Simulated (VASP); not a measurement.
# HfPt2 (Fm-3m) in VASP: notebook

Runs on HfPt2. Level: PBE. Tasks: single point, relaxation of cell and atoms.

Program: VASP 6.6.1. These are calculated values, not measurements. Logs are shortened: lines on timing, memory, paths and dates and some standing lists are left out, and cuts for length are marked.

### Step 1. The cell of the first run

It takes space group Fm-3m (No. 225, cubic). The conventional cell has a = 5.806 Å, b = 5.806 Å, c = 5.806 Å, α = 90.00°, β = 90.00°, γ = 90.00°. Within 3.3 Å of Hf (site symmetry m-3m) lie 8 Pt at 2.51 Å. Within 3.3 Å of Pt (site symmetry -43m) lie 4 Hf at 2.51 Å and 6 Pt at 2.90 Å.

### Step 2. Single point, PBE

Input file INCAR:

```
SYSTEM = HfPt2
  PREC = Accurate
  ENCUT = 520
  EDIFF = 1E-6
  ISMEAR = 0
  SIGMA = 0.1
  LREAL = .FALSE.
  LASPH = .TRUE.
  NELM = 100
  ALGO = Fast
  ISIF = 2
  LWAVE = .FALSE.
  LCHARG = .FALSE.
  GGA = PE
  NBANDS = 22
```

Input file KPOINTS:

```
Automatic mesh
0
G
  6 6 6
  0 0 0
```

Input file POSCAR:

```
HfPt2
1.0
    0.0000000000      2.9030030811      2.9030030811
    2.9030030811      0.0000000000      2.9030030811
    2.9030030811      2.9030030811      0.0000000000
Hf Pt
1 2
Direct
    0.0000000000      0.0000000000      0.0000000000
    0.2500000000      0.2500000000      0.2500000000
    0.7500000000      0.7500000000      0.7500000000
```

Potentials or basis: VASP PAW PBE potentials, release 64 (Hf_pv, Pt).

On the command line:

```bash
$ cat potpaw_PBE.64/Hf_pv/POTCAR potpaw_PBE.64/Pt/POTCAR > POTCAR
$ mpirun -np 1 vasp_std > vasp.out
```

OUTCAR:

```text
SYSTEM = HfPt2
   PREC = Accurate
   ENCUT = 520
   EDIFF = 1E-6
   ISMEAR = 0
   LREAL = .FALSE.
   LASPH = .TRUE.
   NELM = 100
   ISIF = 2
   GGA = PE

 ion  position               nearest neighbor table
   1  0.000  0.000  0.000-   2 2.51   3 2.51   3 2.51   3 2.51   3 2.51   2 2.51   2 2.51   2 2.51

   2  0.250  0.250  0.250-   1 2.51   1 2.51   1 2.51   1 2.51   3 2.90   3 2.90   3 2.90   3 2.90
                             3 2.90   3 2.90
   3  0.750  0.750  0.750-   1 2.51   1 2.51   1 2.51   1 2.51   2 2.90   2 2.90   2 2.90   2 2.90
                             2 2.90   2 2.90

  LATTYP: Found a face centered cubic cell.
 ALAT       =     5.8060061622

  Lattice vectors:

 A1 = (   0.0000000000,   2.9030030811,   2.9030030811)
 A2 = (   2.9030030811,   0.0000000000,   2.9030030811)
 A3 = (   2.9030030811,   2.9030030811,   0.0000000000)

Analysis of symmetry for initial positions (statically):
=====================================================================
 Subroutine PRICEL returns:
 Original cell was already a primitive cell.

 Routine SETGRP: Setting up the symmetry group for a
 face centered cubic supercell.

 Subroutine GETGRP returns: Found 48 space group operations
 (whereof 48 operations were pure point group operations)
 out of a pool of 48 trial point group operations.

The static configuration has the point symmetry O_h .

Analysis of symmetry for dynamics (positions and initial velocities):
=====================================================================
 Subroutine PRICEL returns:
 Original cell was already a primitive cell.

 Routine SETGRP: Setting up the symmetry group for a
 face centered cubic supercell.

 Subroutine GETGRP returns: Found 48 space group operations
 (whereof 48 operations were pure point group operations)
 out of a pool of 48 trial point group operations.

The dynamic configuration has the point symmetry O_h .

 Subroutine INISYM returns: Found 48 space group operations
 (whereof 48 operations are pure point group operations),
 and found     1 'primitive' translations

----------------------------------------------------------------------------------------

                                     Primitive cell

  volume of cell :      48.9297

  direct lattice vectors                    reciprocal lattice vectors
     0.000000000  2.903003081  2.903003081    -0.172235436  0.172235436  0.172235436
     2.903003081  0.000000000  2.903003081     0.172235436 -0.172235436  0.172235436
     2.903003081  2.903003081  0.000000000     0.172235436  0.172235436 -0.172235436

  length of vectors
     4.105466329  4.105466329  4.105466329     0.298320525  0.298320525  0.298320525

  position of ions in fractional coordinates (direct lattice)
     0.000000000  0.000000000  0.000000000
     0.250000000  0.250000000  0.250000000
     0.750000000  0.750000000  0.750000000

  ion indices of the primitive-cell ions
   primitive index   ion index
                 1           1
                 2           2
                 3           3

----------------------------------------------------------------------------------------

 KPOINTS: Automatic mesh

Automatic generation of k-mesh.
 Grid dimensions read from file:
 generate k-points for:    6    6    6

 Generating k-lattice:

  Cartesian coordinates                     Fractional coordinates (reciprocal lattice)
    -0.028705906  0.028705906  0.028705906     0.166666667  0.000000000  0.000000000
     0.028705906 -0.028705906  0.028705906     0.000000000  0.166666667  0.000000000
     0.028705906  0.028705906 -0.028705906     0.000000000  0.000000000  0.166666667

  Length of vectors
     0.049720088  0.049720088  0.049720088

  Shift w.r.t. Gamma in fractional coordinates (k-lattice)
     0.000000000  0.000000000  0.000000000

 Subroutine IBZKPT returns following result:
 ===========================================

 Found     16 irreducible k-points:

 Following reciprocal coordinates:
            Coordinates               Weight
  0.000000  0.000000  0.000000      1.000000
  0.166667  0.000000  0.000000      8.000000
  0.333333  0.000000  0.000000      8.000000
  0.500000  0.000000  0.000000      4.000000
  0.166667  0.166667  0.000000      6.000000
  0.333333  0.166667  0.000000     24.000000
[... 8 lines left out ...]
 -0.333333  0.333333  0.166667     24.000000
 -0.333333  0.500000  0.166667     12.000000
   k-points           NKPTS =     16   k-points in BZ     NKDIM =     16   number of bands    NBANDS=     22
   number of dos      NEDOS =    301   number of ions     NIONS =      3
   total plane-waves  NPLWV =  32768
   dimension x,y,z NGX =    32 NGY =   32 NGZ =   32
   dimension x,y,z NGXF=    64 NGYF=   64 NGZF=   64
   ions per type =               1   2
   NGX,Y,Z   is equivalent  to a cutoff of  12.96, 12.96, 12.96 a.u.
   NGXF,Y,Z  is equivalent  to a cutoff of  25.92, 25.92, 25.92 a.u.
 SYSTEM =  HfPt2
   PREC   = accura    normal or accurate (medium, high low for compatibility)
   ISTART =      0    job   : 0-new  1-cont  2-samecut
   ICHARG =      2    charge: 1-file 2-atom 10-const
   ISPIN  =      1    spin polarized calculation?
   LNONCOLLINEAR =      F non collinear calculations
   LSORBIT =      F    spin-orbit coupling
   LASPH  =      T    aspherical Exc in radial PAW
   ENCUT  =  520.0 eV  38.22 Ry    6.18 a.u.   7.63  7.63  7.63*2*pi/ulx,y,z
   NELM   =    100;   NELMIN=  2; NELMDL= -5     # of ELM steps
   EDIFF  = 0.1E-05   stopping-criterion for ELM
   LREAL  =      F    real-space projection
   EDIFFG = 0.1E-04   stopping-criterion for IOM
   NSW    =      0    number of steps for IOM
   IBRION =     -1    ionic relax: 0-MD 1-quasi-New 2-CG
   NFREE  =      0    steps in history (QN), initial steepest desc. (CG)
   ISIF   =      2    stress and relaxation
   ISYM   =      2    0-nonsym 1-usesym 2-fastsym
   POTIM  = 0.5000    time-step for ionic-motion
   TEBEG  =    0.0;   TEEND  =   0.0 temperature during run
   PSTRESS=    0.0 pullay stress
   NELECT =      30.0000    total number of electrons
   NUPDOWN=      -1.0000    fix difference up-down
   EMIN   =  10.00;   EMAX   =-10.00  energy-range for DOS
   EFERMI =   0.00;   METHOD = LEGACY
   ISMEAR =     0;   SIGMA  =   0.10  broadening in eV -4-tet -1-fermi 0-gaus
   EFERMI_NEDOS =   21; number of points for ismear=-14 and -15
   IALGO  =     68    algorithm
   IMIX   =      4    mixing-type and parameters
     AMIX     =   0.40;   BMIX     =  1.00
     AMIX_MAG =   1.60;   BMIX_MAG =  1.00
  volume/ion in A,a.u.               =      16.31       110.06
  Fermi-wavevector in a.u.,A,eV,Ry     =   1.390778  2.628189 26.317245  1.934263
  Thomas-Fermi vector in A             =   2.514680
   LORBIT       =      0    0 simple, 1 ext, 2 COOP (PROOUT), +10 PAW based schemes
   GGA     = PE    functional components
   LHFCALC =     F    Hartree Fock is set to
   AEXX    =    0.0000 exact exchange contribution
   IVDW    =     0    specifies the selected vdW correction
   LEPSILON=     F    determine dielectric tensor
   LRPA    =     F    only Hartree local field effects (RPA)
 non-spin polarized calculation
 RMM-DIIS sequential band-by-band and
 Gauss-broadening in eV      SIGMA  =   0.10
  energy-cutoff  :      520.00
  volume of cell :       48.93
 maximum number of plane-waves:      1363
 NGX is ok and might be reduce to    32
   NGX = 15   NGY = 15   NGZ = 15

 number of electron      30.0000001 magnetization

 Free energy of the ion-electron system (eV)
  ---------------------------------------------------
  ext. energy  EPLUGINS =         0.00000000
  ---------------------------------------------------
  free energy    TOTEN  =       -22.71398069 eV

  energy without entropy =      -22.70647337  energy(sigma->0) =      -22.71022703

 E-fermi :   9.6697     XC(G=0): -12.7240

 val. band max:        9.6466731994   @ k =   0.5000   0.3333   0.1667
 cond. band min:       9.7878974311   @ k =  -0.3333   0.5000   0.1667
 fundamental gap:      0.1412242317
 Fermi energy:         9.6696932029

 k-point     1 :       0.0000    0.0000    0.0000
  band No.  band energies     occupation
      1     -21.0254      2.00000
      2     -21.0254      2.00000
      3     -21.0254      2.00000
      4       0.0386      2.00000
      5       2.5881      2.00000
      6       2.5881      2.00000
[... 14 lines left out ...]
     21      19.0633      0.00000
     22      19.8043      0.00000

 k-point     2 :       0.1667    0.0000    0.0000
  band No.  band energies     occupation
      1     -21.0339      2.00000
      2     -21.0218      2.00000
      3     -21.0218      2.00000
      4       0.5752      2.00000
      5       2.8384      2.00000
      6       2.8384      2.00000
[... 14 lines left out ...]
     21      19.1399      0.00000
     22      19.6546      0.00000

 k-point     3 :       0.3333    0.0000    0.0000
  band No.  band energies     occupation
      1     -21.0498      2.00000
      2     -21.0147      2.00000
      3     -21.0147      2.00000
      4       1.9525      2.00000
      5       3.5479      2.00000
      6       3.5479      2.00000
[... 14 lines left out ...]
     21      17.4740      0.00000
     22      19.3879      0.00000

 k-point     4 :       0.5000    0.0000    0.0000
  band No.  band energies     occupation
      1     -21.0573      2.00000
      2     -21.0112      2.00000
      3     -21.0112      2.00000
      4       3.1969      2.00000
      5       4.1473      2.00000
      6       4.2805      2.00000
[... 14 lines left out ...]
     21      16.9605      0.00000
     22      18.6412      0.00000

 k-point     5 :       0.1667    0.1667    0.0000
  band No.  band energies     occupation
      1     -21.0416      2.00000
      2     -21.0182      2.00000
      3     -21.0182      2.00000
      4       0.7419      2.00000
      5       2.8169      2.00000
      6       2.9804      2.00000
[... 217 lines left out ...]
 k-point    14 :       0.5000    0.3333    0.1667
  band No.  band energies     occupation
      1     -21.0564      2.00000
      2     -21.0190      2.00000
      3     -21.0053      2.00000
      4       2.5842      2.00000
      5       3.3462      2.00000
      6       3.5623      2.00000
[... 14 lines left out ...]
     21      16.0601      0.00000
     22      17.0059      0.00000

 k-point    15 :      -0.3333    0.3333    0.1667
  band No.  band energies     occupation
      1     -21.0450      2.00000
      2     -21.0343      2.00000
      3     -21.0017      2.00000
      4       3.0095      2.00000
      5       3.0366      2.00000
      6       3.6485      2.00000
[... 14 lines left out ...]
     21      15.3316      0.00000
     22      15.8011      0.00000

 k-point    16 :      -0.3333    0.5000    0.1667
  band No.  band energies     occupation
      1     -21.0648      2.00000
      2     -21.0195      2.00000
      3     -20.9974      2.00000
      4       2.7262      2.00000
      5       3.1198      2.00000
      6       3.1377      2.00000
[... 14 lines left out ...]
     21      14.5406      0.00000
     22      14.9145      0.00000

------------------------ aborting loop because EDIFF is reached ----------------------------------------

  FORCE on cell =-STRESS in cart. coord.  units (eV):
  Direction    XX          YY          ZZ          XY          YZ          ZX
  --------------------------------------------------------------------------------------
  -------------------------------------------------------------------------------------
  Total       16.3177923     16.3177923     16.3177923      0.0000000     -0.0000000      0.0000000
  in kB      534.3176226    534.3176226    534.3176226      0.0000000     -0.0000000      0.0000000
  external PRESSURE =     534.3176226 kB  Pullay stress =       0.0000000 kB

 VOLUME and BASIS-vectors are now :
 -----------------------------------------------------------------------------
  energy-cutoff  :      520.00
  volume of cell :       48.93
      direct lattice vectors                 reciprocal lattice vectors
     0.000000000  2.903003081  2.903003081    -0.172235436  0.172235436  0.172235436
     2.903003081  0.000000000  2.903003081     0.172235436 -0.172235436  0.172235436
     2.903003081  2.903003081  0.000000000     0.172235436  0.172235436 -0.172235436

 POSITION                                       TOTAL-FORCE (eV/Angst)
 -----------------------------------------------------------------------------------
      0.00000      0.00000      0.00000         0.000000      0.000000      0.000000
      1.45150      1.45150      1.45150         0.000000      0.000000      0.000000
      4.35450      4.35450      4.35450        -0.000000     -0.000000     -0.000000
 -----------------------------------------------------------------------------------
    total drift:                                0.000000     -0.000000      0.000000

  FREE ENERGIE OF THE ION-ELECTRON SYSTEM (eV)
  ---------------------------------------------------
  free  energy   TOTEN  =       -22.7139806914 eV

  energy  without entropy=      -22.7064733721  energy(sigma->0) =      -22.71022703
```

Run time: 17 s. Hardware: 1 thread of Intel Xeon Platinum 8488C (Sapphire Rapids), shared host; peak memory 0.18 GiB.

What came out:

```
Free energy            : -22.7140 eV
Pressure               : 53.4 GPa
Band gap on the k mesh : zero (bands 15 and 16 overlap by 0.89 eV)
```

Caveat: the cell stands under pressure; spin-orbit coupling is left out, which moves the levels of the heavy elements.

### Step 3. Single point, PBE

This run uses another cell than the first one, of 20.48 Å³/atom.

Input file INCAR:

```
SYSTEM = HfPt2
ALGO = Normal
EDIFF = 1E-6
ENCUT = 520
GGA = PE
ISIF = 2
ISMEAR = 0
LASPH = .True.
LCHARG = .False.
LREAL = .False.
LWAVE = .False.
NBANDS = 22
NELM = 100
PREC = Accurate
SIGMA = 0.1
```

Input file KPOINTS:

```
k-points
0
Gamma
  6 6 6
  0 0 0
```

Input file POSCAR:

```
HfPt2
1.0
    0.0000000000      3.1320836983      3.1320836983
    3.1320836983      0.0000000000      3.1320836983
    3.1320836983      3.1320836983      0.0000000000
Hf Pt
1 2
Direct
    0.0000000000      0.0000000000      0.0000000000
    0.2500000000      0.2500000000      0.2500000000
    0.7500000000      0.7500000000      0.7500000000
```

Potentials or basis: VASP PAW PBE potentials, release 64 (Hf_pv, Pt).

On the command line:

```bash
$ cat potpaw_PBE.64/Hf_pv/POTCAR potpaw_PBE.64/Pt/POTCAR > POTCAR
$ mpirun -np 1 vasp_std > vasp.out
```

It took 21 s on 1 thread of Intel Xeon Platinum 8488C (Sapphire Rapids), shared host; peak memory 0.21 GiB.

The run converged. Its results:

| Property | Result |
| --- | --- |
| Free energy | -24.3438 eV |
| Pressure | -0.8 GPa |
| Band gap on the k mesh | zero (bands 15 and 16 overlap by 0.57 eV) |

Levels at points of the mesh, in eV from the Fermi level:
```csv
k point,band 11,band 12,band 13,band 14,band 15,band 16,band 17,band 18,band 19,band 20
"(0.00, 0.00, 0.00)",-2.66,-2.66,-0.91,-0.91,0.52,0.52,0.52,3.75,3.75,5.05
"(0.50, 0.00, 0.00)",-3.26,-3.26,-2.77,-2.77,-2.46,1.92,1.92,3.60,3.60,3.79
"(0.50, 0.50, 0.00)",-2.76,-2.76,-1.88,-0.98,0.10,0.22,1.80,1.80,1.88,3.62
```

Caveat: spin-orbit coupling is left out, which moves the levels of the heavy elements.

### Step 4. Relaxation of cell and atoms, PBE

Input file INCAR:

```
ALGO     = Normal         # electronic algorithm
EDIFF    = 1E-6           # SCF threshold, eV
EDIFFG   = -0.04          # ionic threshold
ENCUT    = 600            # plane-wave cutoff, eV
GGA      = PE             # functional
IBRION   = 2              # ionic algorithm
ISIF     = 3              # what is computed and relaxed
ISMEAR   = 0              # smearing method
LASPH    = T              # aspherical terms in the spheres
LCHARG   = F              # write CHGCAR
LREAL    = F              # projectors in reciprocal space
LWAVE    = F              # write WAVECAR
NELM     = 60             # most SCF steps
NSW      = 90             # ionic steps
PREC     = Accurate       # precision mode
SIGMA    = 0.1            # smearing width, eV
```

Input file KPOINTS:

```
k-points
0
Gamma
  6 6 6
```

Input file POSCAR:

```
HfPt2
1.0
    0.0000000000      2.9030030811      2.9030030811
    2.9030030811      0.0000000000      2.9030030811
    2.9030030811      2.9030030811      0.0000000000
Hf Pt
1 2
Direct
    0.0000000000      0.0000000000      0.0000000000
    0.2500000000      0.2500000000      0.2500000000
    0.7500000000      0.7500000000      0.7500000000
```

On the command line:

```bash
$ cat potpaw_PBE.64/Hf_pv/POTCAR potpaw_PBE.64/Pt/POTCAR > POTCAR
$ mpirun -np 1 vasp_std > vasp.out
```

Wall time 98 s (1 thread of Intel Xeon Platinum 8488C (Sapphire Rapids), shared host); peak memory 0.21 GiB.

The run converged. Its results:

```yaml
Free_energy: -24.3398 eV
Relaxed_volume: 20.37 Å³/atom
Relaxed_cell: a = 4.422 Å, b = 4.422 Å, c = 4.422 Å, α = 60.00°, β = 60.00°, γ = 60.00°
Space_group_after_relaxing_to_0.1_Å: Fm-3m (No. 225)
Pressure_after_relaxing: 0.0 GPa
Band_gap_on_the_k_mesh: zero (bands 15 and 16 overlap by 0.57 eV)
```

Final structure:
```yaml
crystal:
  lattice:
    - [0.00000, 3.12652, 3.12652]
    - [3.12652, 0.00000, 3.12652]
    - [3.12652, 3.12652, 0.00000]
  atoms:
    - { symbol: Hf, position: [0.00000, 0.00000, 0.00000] }
    - { symbol: Pt, position: [0.25000, 0.25000, 0.25000] }
    - { symbol: Pt, position: [0.75000, 0.75000, 0.75000] }
```

Levels at points of the mesh, in eV from the Fermi level:
```csv
k point,band 11,band 12,band 13,band 14,band 15,band 16,band 17,band 18,band 19
"(0.00, 0.00, 0.00)",-2.68,-2.68,-0.91,-0.91,0.52,0.52,0.52,3.77,3.77
"(0.50, 0.00, 0.00)",-3.28,-3.28,-2.79,-2.79,-2.47,1.93,1.93,3.62,3.62
"(0.50, 0.50, 0.00)",-2.78,-2.78,-1.89,-0.98,0.10,0.22,1.80,1.80,1.88
```

Caveat: the volume moved by over 15 % at a fixed basis, so the end points are rough; spin-orbit coupling is left out, which moves the levels of the heavy elements.

### Step 5. Summary

| task | cell | cutoff (eV) | gap on the mesh (eV) | pressure (GPa) |
| --- | --- | --- | --- | --- |
| single point | a = 4.105 Å, angles 60.0°, 3 atoms | 520 | none | 53.4 |
| single point | a = 4.429 Å, angles 60.0°, 3 atoms | 520 | none | -0.8 |
| relaxation of cell and atoms | relaxed from a = 4.105 Å, angles 60.0°, 3 atoms | 600 | none | 0.0 |

Alike in all rows: level PBE; potentials or basis VASP PAW PBE potentials, release 64 (Hf_pv, Pt); no spin polarisation; k mesh 6 × 6 × 6; smearing gaussian 0.1 eV.

Caveats: spin-orbit coupling is left out, which moves the levels of the heavy elements; the cell stands under pressure (at least some runs); the volume moved by over 15 % at a fixed basis, so the end points are rough (at least some runs).

Absolute energies hang on the potentials; compare differences alone.
